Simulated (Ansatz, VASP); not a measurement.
## InP in VASP and in Ansatz

```
In P
1.0
     0.00000    2.56003    3.84004
     2.56003    0.00000    3.84004
     2.56003    2.56003    0.00000
In P
1 1
Direct
  0.00000 0.00000 0.00000
  0.75000 0.75000 0.75000
```

Alike in both runs: task single point; functional PBE; k mesh 10 × 10 × 10; occupations gaussian, width 0.05 eV; no spin polarisation.

|  | VASP | Ansatz |
| --- | --- | --- |
| version | VASP 6.6.1 | Ansatz 0.2.0 |
| potentials or method | VASP PAW PBE potentials, release 64 (In_d, P), cutoff 520 eV | scalar-relativistic, plane waves, PAW |
| valence electrons in the cell | 18 | 18 |

Ansatz gave:

```
gap on the k mesh at the Fermi level (eV)                     : none
pressure (GPa)                                                : 1.1
traceless stress, the component that is largest in VASP (GPa) : -12.34
```

Q: What did VASP give for the same quantities?

A: gap on the k mesh at the Fermi level (eV): none; pressure (GPa): 1.0; traceless stress, the component that is largest in VASP (GPa): -12.33.

A gap of «none» marks a metal or a gap that the smearing closes. With one functional, cell and mesh, what is left measures potentials, basis and numerics.
